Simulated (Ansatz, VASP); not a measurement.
One calculation of Sn, two programs

File INCAR:

```
PREC = Accurate
ENCUT = 500
EDIFF = 1E-6
ISMEAR = 1
SIGMA = 0.2
LREAL = False
LASPH = True
NELM = 120
ALGO = Normal
ISIF = 2
LWAVE = False
LCHARG = False
GGA = PE
NBANDS = 21
GGA_COMPAT = False
```

The input KPOINTS:

```
regular mesh
0
Gamma
  7 7 7
```

Contents of POSCAR:

```
Sn
1.0
    0.0000000000      3.2333430000      3.2333430000
    3.2333430000      0.0000000000      3.2333430000
    3.2333430000      3.2333430000      0.0000000000
Sn
2
Direct
    0.0000000000      0.0000000000      0.0000000000
    0.2500000000      0.2500000000      0.2500000000
```

Input for Ansatz:

```yaml
crystal:
  lattice:
    - [0.0, 3.233343, 3.233343]
    - [3.233343, 0.0, 3.233343]
    - [3.233343, 3.233343, 0.0]
  atoms:
    - { symbol: Sn, position: [0.0, 0.0, 0.0] }
    - { symbol: Sn, position: [0.25, 0.25, 0.25] }
kpoints:
  mp_grid:
    grid: [7, 7, 7]
hamiltonian:
  xc: pbe
  pseudopotentials:
    kind: paw
scf:
  occupations:
    method: cold
    width: 0.2
output:
  forces: true
  stress: true
```

Alike in both runs: task single point; functional PBE; k mesh 7 × 7 × 7; no spin polarisation.

|  | VASP | Ansatz |
| --- | --- | --- |
| version | VASP 6.6.1 | Ansatz 0.2.0 |
| potentials or method | VASP PAW PBE potentials, release 64 (Sn_d) | plane waves, PAW |
| plane-wave cutoff (eV) | 500 | 420 |
| occupations | methfessel-paxton of order 1, width 0.2 eV | cold, width 0.2 eV |
| valence electrons in the cell | 28 | 28 |

Ansatz gave:

| Quantity | Value |
| --- | --- |
| pressure (GPa) | 3.8 |

Problem. What did VASP give for the same quantities?

Solution. Pressure (GPa): 3.7.
